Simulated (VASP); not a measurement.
# CrGa3 (Fm-3m) in VASP: a series of runs

CrGa3 is run at these levels: PBE, r2SCAN; tasks: single point, relaxation of cell and atoms.

Everything below comes from runs of VASP 6.6.1. Logs are shortened: lines on timing, memory, paths and dates and some standing lists are left out, and cuts for length are marked.

### 1 The cell of the first run

It takes space group Fm-3m (No. 225, cubic). Conventional cell: a = 6.496 Å, b = 6.496 Å, c = 6.496 Å, α = 90.00°, β = 90.00°, γ = 90.00°. Ga (site symmetry -43m) has 10 Ga at 2.81 to 3.25 Å and 4 Cr at 2.81 Å within 3.7 Å. Within 3.7 Å of Ga (site symmetry m-3m) lie 8 Ga at 2.81 Å and 6 Cr at 3.25 Å. Cr (site symmetry m-3m) has 14 Ga at 2.81 to 3.25 Å within 3.7 Å.

### 2 Single point, PBE, collinear spin, ferromagnetic start

INCAR reads:

```
SYSTEM = CrGa3
ALGO = Fast ; EDIFF = 1E-6
ENCUT = 520 ; GGA = PE
ISIF = 2 ; ISMEAR = 0
ISPIN = 2 ; LASPH = .True.
LCHARG = .False. ; LMAXMIX = 4
LORBIT = 11 ; LREAL = .False.
LWAVE = .False. ; MAGMOM = 0 0 0 3.36
NBANDS = 38 ; NELM = 150
PREC = Accurate ; SIGMA = 0.1
```

KPOINTS reads:

```
k-points
0
Gamma
  6 6 6
  0 0 0
```

POSCAR reads:

```
CrGa3
1.0
    0.0000000000      3.2481636808      3.2481636808
    3.2481636808      0.0000000000      3.2481636808
    3.2481636808      3.2481636808      0.0000000000
Ga Cr
3 1
Direct
    0.2500000000      0.2500000000      0.2500000000
    0.7500000000      0.7500000000      0.7500000000
    0.5000000000      0.5000000000      0.5000000000
    0.0000000000      0.0000000000      0.0000000000
```

Potentials or basis: VASP PAW PBE potentials, release 64 (Ga_d, Cr_pv).

Launch:

```sh
> cat potpaw_PBE.64/Ga_d/POTCAR potpaw_PBE.64/Cr_pv/POTCAR > POTCAR
> mpirun -np 1 vasp_std > vasp.out
```

OUTCAR:

```text
SYSTEM = CrGa3
   EDIFF = 1E-6
   ENCUT = 520
   GGA = PE
   ISIF = 2
   ISMEAR = 0
   ISPIN = 2
   LASPH = .True.
   LORBIT = 11
   LREAL = .False.
   NELM = 150
   PREC = Accurate

 ion  position               nearest neighbor table
   1  0.250  0.250  0.250-   4 2.81   3 2.81   4 2.81   3 2.81   4 2.81   4 2.81   3 2.81   3 2.81

   2  0.750  0.750  0.750-   3 2.81   3 2.81   4 2.81   4 2.81   3 2.81   3 2.81   4 2.81   4 2.81

   3  0.500  0.500  0.500-   1 2.81   1 2.81   2 2.81   2 2.81   1 2.81   1 2.81   2 2.81   2 2.81

   4  0.000  0.000  0.000-   2 2.81   1 2.81   2 2.81   1 2.81   2 2.81   2 2.81   1 2.81   1 2.81

  LATTYP: Found a face centered cubic cell.
 ALAT       =     6.4963273616

  Lattice vectors:

 A1 = (   0.0000000000,   3.2481636808,   3.2481636808)
 A2 = (   3.2481636808,   0.0000000000,   3.2481636808)
 A3 = (   3.2481636808,   3.2481636808,   0.0000000000)

Analysis of symmetry for initial positions (statically):
=====================================================================
 Subroutine PRICEL returns:
 Original cell was already a primitive cell.

 Routine SETGRP: Setting up the symmetry group for a
 face centered cubic supercell.

 Subroutine GETGRP returns: Found 48 space group operations
 (whereof 48 operations were pure point group operations)
 out of a pool of 48 trial point group operations.

The static configuration has the point symmetry O_h .

Analysis of symmetry for dynamics (positions and initial velocities):
=====================================================================
 Subroutine PRICEL returns:
 Original cell was already a primitive cell.

 Routine SETGRP: Setting up the symmetry group for a
 face centered cubic supercell.

 Subroutine GETGRP returns: Found 48 space group operations
 (whereof 48 operations were pure point group operations)
 out of a pool of 48 trial point group operations.

The dynamic configuration has the point symmetry O_h .

Analysis of structural, dynamic, and magnetic symmetry:
=====================================================================
 Subroutine PRICEL returns:
 Original cell was already a primitive cell.

 Routine SETGRP: Setting up the symmetry group for a
 face centered cubic supercell.

 Subroutine GETGRP returns: Found 48 space group operations
 (whereof 48 operations were pure point group operations)
 out of a pool of 48 trial point group operations.

The overall configuration has the point symmetry O_h .

 Subroutine INISYM returns: Found 48 space group operations
 (whereof 48 operations are pure point group operations),
 and found     1 'primitive' translations

----------------------------------------------------------------------------------------

                                     Primitive cell

  volume of cell :      68.5399

  direct lattice vectors                    reciprocal lattice vectors
     0.000000000  3.248163681  3.248163681    -0.153933129  0.153933129  0.153933129
     3.248163681  0.000000000  3.248163681     0.153933129 -0.153933129  0.153933129
     3.248163681  3.248163681  0.000000000     0.153933129  0.153933129 -0.153933129

  length of vectors
     4.593597130  4.593597130  4.593597130     0.266620001  0.266620001  0.266620001

  position of ions in fractional coordinates (direct lattice)
     0.250000000  0.250000000  0.250000000
     0.750000000  0.750000000  0.750000000
     0.500000000  0.500000000  0.500000000
     0.000000000  0.000000000  0.000000000

  ion indices of the primitive-cell ions
   primitive index   ion index
                 1           1
                 2           2
                 3           3
                 4           4

----------------------------------------------------------------------------------------

 KPOINTS: k-points

Automatic generation of k-mesh.
 Grid dimensions read from file:
 generate k-points for:    6    6    6

 Generating k-lattice:

  Cartesian coordinates                     Fractional coordinates (reciprocal lattice)
    -0.025655522  0.025655522  0.025655522     0.166666667  0.000000000  0.000000000
     0.025655522 -0.025655522  0.025655522     0.000000000  0.166666667  0.000000000
     0.025655522  0.025655522 -0.025655522     0.000000000  0.000000000  0.166666667

  Length of vectors
     0.044436667  0.044436667  0.044436667

  Shift w.r.t. Gamma in fractional coordinates (k-lattice)
     0.000000000  0.000000000  0.000000000

 Subroutine IBZKPT returns following result:
 ===========================================

 Found     16 irreducible k-points:

 Following reciprocal coordinates:
            Coordinates               Weight
  0.000000  0.000000  0.000000      1.000000
  0.166667  0.000000  0.000000      8.000000
  0.333333  0.000000  0.000000      8.000000
  0.500000  0.000000  0.000000      4.000000
  0.166667  0.166667  0.000000      6.000000
  0.333333  0.166667  0.000000     24.000000
[... 8 lines left out ...]
 -0.333333  0.333333  0.166667     24.000000
 -0.333333  0.500000  0.166667     12.000000
   k-points           NKPTS =     16   k-points in BZ     NKDIM =     16   number of bands    NBANDS=     38
   number of dos      NEDOS =    301   number of ions     NIONS =      4
   total plane-waves  NPLWV =  46656
   dimension x,y,z NGX =    36 NGY =   36 NGZ =   36
   dimension x,y,z NGXF=    72 NGYF=   72 NGZF=   72
   ions per type =               3   1
   NGX,Y,Z   is equivalent  to a cutoff of  13.03, 13.03, 13.03 a.u.
   NGXF,Y,Z  is equivalent  to a cutoff of  26.06, 26.06, 26.06 a.u.
 SYSTEM =  CrGa3
   PREC   = accura    normal or accurate (medium, high low for compatibility)
   ISTART =      0    job   : 0-new  1-cont  2-samecut
   ICHARG =      2    charge: 1-file 2-atom 10-const
   ISPIN  =      2    spin polarized calculation?
   LNONCOLLINEAR =      F non collinear calculations
   LSORBIT =      F    spin-orbit coupling
   LASPH  =      T    aspherical Exc in radial PAW
   ENCUT  =  520.0 eV  38.22 Ry    6.18 a.u.   8.54  8.54  8.54*2*pi/ulx,y,z
   NELM   =    150;   NELMIN=  2; NELMDL= -5     # of ELM steps
   EDIFF  = 0.1E-05   stopping-criterion for ELM
   LREAL  =      F    real-space projection
   EDIFFG = 0.1E-04   stopping-criterion for IOM
   NSW    =      0    number of steps for IOM
   IBRION =     -1    ionic relax: 0-MD 1-quasi-New 2-CG
   NFREE  =      0    steps in history (QN), initial steepest desc. (CG)
   ISIF   =      2    stress and relaxation
   ISYM   =      2    0-nonsym 1-usesym 2-fastsym
   POTIM  = 0.5000    time-step for ionic-motion
   TEBEG  =    0.0;   TEEND  =   0.0 temperature during run
   PSTRESS=    0.0 pullay stress
   NELECT =      51.0000    total number of electrons
   NUPDOWN=      -1.0000    fix difference up-down
   EMIN   =  10.00;   EMAX   =-10.00  energy-range for DOS
   EFERMI =   0.00;   METHOD = LEGACY
   ISMEAR =     0;   SIGMA  =   0.10  broadening in eV -4-tet -1-fermi 0-gaus
   EFERMI_NEDOS =   21; number of points for ismear=-14 and -15
   IALGO  =     68    algorithm
   IMIX   =      4    mixing-type and parameters
     AMIX     =   0.40;   BMIX     =  1.00
     AMIX_MAG =   1.60;   BMIX_MAG =  1.00
  volume/ion in A,a.u.               =      17.13       115.63
  Fermi-wavevector in a.u.,A,eV,Ry     =   1.483487  2.803383 29.942787  2.200733
  Thomas-Fermi vector in A             =   2.597142
   LORBIT       =     11    0 simple, 1 ext, 2 COOP (PROOUT), +10 PAW based schemes
   GGA     = PE    functional components
   LHFCALC =     F    Hartree Fock is set to
   AEXX    =    0.0000 exact exchange contribution
   IVDW    =     0    specifies the selected vdW correction
   LEPSILON=     F    determine dielectric tensor
   LRPA    =     F    only Hartree local field effects (RPA)
 spin polarized calculation
 RMM-DIIS sequential band-by-band and
 Gauss-broadening in eV      SIGMA  =   0.10
  energy-cutoff  :      520.00
  volume of cell :       68.54
 maximum number of plane-waves:      1873
 NGX is ok and might be reduce to    36
   NGX = 17   NGY = 17   NGZ = 17

 number of electron      50.9999979 magnetization       4.1119670

 Free energy of the ion-electron system (eV)
  ---------------------------------------------------
  ext. energy  EPLUGINS =         0.00000000
  ---------------------------------------------------
  free energy    TOTEN  =       -17.31891765 eV

  energy without entropy =      -17.30672419  energy(sigma->0) =      -17.31282092

 E-fermi :   6.7942     XC(G=0): -11.4511

 val. band max:        6.7866443335   @ k =   0.3333   0.3333   0.0000
 cond. band min:       6.8004192833   @ k =  -0.3333   0.1667   0.0000
 fundamental gap:      0.0137749498
 Fermi energy:         6.7941893927

 spin component 1

 k-point     1 :       0.0000    0.0000    0.0000
  band No.  band energies     occupation
      1     -37.4280      1.00000
      2     -37.4280      1.00000
      3     -37.4280      1.00000
      4      -8.4656      1.00000
      5      -8.4656      1.00000
      6      -8.4341      1.00000
[... 29 lines left out ...]
     36      13.6744      0.00000
     37      14.1567      0.00000
[... 568 lines left out ...]
      6      -8.4561      1.00000
[... 29 lines left out ...]
     36      14.3963      0.00000
     37      16.6427      0.00000
 Fermi energy:         6.7941893927

 spin component 2

 k-point     1 :       0.0000    0.0000    0.0000
  band No.  band energies     occupation
      1     -33.9074      1.00000
      2     -33.9074      1.00000
      3     -33.9074      1.00000
      4      -8.4508      1.00000
      5      -8.4508      1.00000
      6      -8.4249      1.00000
[... 29 lines left out ...]
     36      14.9970      0.00000
     37      14.9970      0.00000
[... 568 lines left out ...]
      6      -8.4474      1.00000
[... 29 lines left out ...]
     36      17.3818      0.00000
     37      17.5647      0.00000
 [bands above 37 left out]

------------------------ aborting loop because EDIFF is reached ----------------------------------------

  FORCE on cell =-STRESS in cart. coord.  units (eV):
  Direction    XX          YY          ZZ          XY          YZ          ZX
  --------------------------------------------------------------------------------------
  -------------------------------------------------------------------------------------
  Total        0.1668505      0.1668505      0.1668505      0.0000000      0.0000000     -0.0000000
  in kB        3.9002682      3.9002682      3.9002682      0.0000000      0.0000000     -0.0000000
  external PRESSURE =       3.9002682 kB  Pullay stress =       0.0000000 kB

 VOLUME and BASIS-vectors are now :
 -----------------------------------------------------------------------------
  energy-cutoff  :      520.00
  volume of cell :       68.54
      direct lattice vectors                 reciprocal lattice vectors
     0.000000000  3.248163681  3.248163681    -0.153933129  0.153933129  0.153933129
     3.248163681  0.000000000  3.248163681     0.153933129 -0.153933129  0.153933129
     3.248163681  3.248163681  0.000000000     0.153933129  0.153933129 -0.153933129

 POSITION                                       TOTAL-FORCE (eV/Angst)
 -----------------------------------------------------------------------------------
      1.62408      1.62408      1.62408         0.000000      0.000000      0.000000
      4.87225      4.87225      4.87225         0.000000     -0.000000     -0.000000
      3.24816      3.24816      3.24816        -0.000000      0.000000      0.000000
      0.00000      0.00000      0.00000        -0.000000      0.000000      0.000000
 -----------------------------------------------------------------------------------
    total drift:                                0.000000      0.000000      0.000000

  FREE ENERGIE OF THE ION-ELECTRON SYSTEM (eV)
  ---------------------------------------------------
  free  energy   TOTEN  =       -17.3189176485 eV

  energy  without entropy=      -17.3067241863  energy(sigma->0) =      -17.31282092

 total charge

# of ion       s       p       d       tot
------------------------------------------
    1        0.983   0.649   9.964  11.595
    2        0.983   0.649   9.964  11.595
    3        0.985   0.594   9.977  11.555
    4        0.263   6.153   4.154  10.570
--------------------------------------------------
tot          3.213   8.043  34.059  45.316

 magnetization (x)

# of ion       s       p       d       tot
------------------------------------------
    1       -0.004  -0.000   0.017   0.013
    2       -0.004  -0.000   0.017   0.013
    3        0.059  -0.033   0.006   0.032
    4        0.066   0.057   3.471   3.594
--------------------------------------------------
tot          0.116   0.023   3.512   3.651
```

Wall time 83 s (1 thread of Oxide Virtual Turin-like, shared host); peak memory 0.23 GiB.

Results:

| Property | Result |
| --- | --- |
| Free energy | -17.3189 eV |
| Pressure | 0.4 GPa |
| Net moment | 4.11 μB per cell |
| Site moments | Ga +0.01, +0.03 (each value once); Cr +3.59 μB |
| Valence electrons inside the program's atomic spheres | Ga 11.60, 11.55 (each value once); Cr 10.57 |

[end of part 1 of 2]
